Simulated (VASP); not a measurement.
The system is Rh.

```xyz
1
Lattice="-1.4839 1.4839 1.4839 1.4839 -1.4839 1.4839 1.4839 1.4839 -1.4839" Properties=species:S:1:pos:R:3 pbc="T T T"
Rh    0.0000    0.0000    0.0000
```

This cell differs from its parent crystal: volume scaled by 0.96.

Base run:

```yaml
Program: VASP 6.6.1
Functional: LDA
Potentials_or_basis: VASP PAW LDA potentials, release 64 (Rh_sv_GW)
Cutoff: 530 eV
k_mesh: 16 × 16 × 16
Occupations: fermi-dirac, width 0.1 eV
Spin: no spin polarisation
```

Its results: pressure 11.0 GPa.

**Question.** The run is repeated on the same cell with these changes: potentials or basis from VASP PAW LDA potentials, release 64 (Rh_sv_GW) to VASP PAW LDA potentials, release 64 (Rh_pv); cutoff from 530 eV to 520 eV; valence electrons from 17 to 15. What comes out?

**Answer.** Pressure 14.0 GPa.
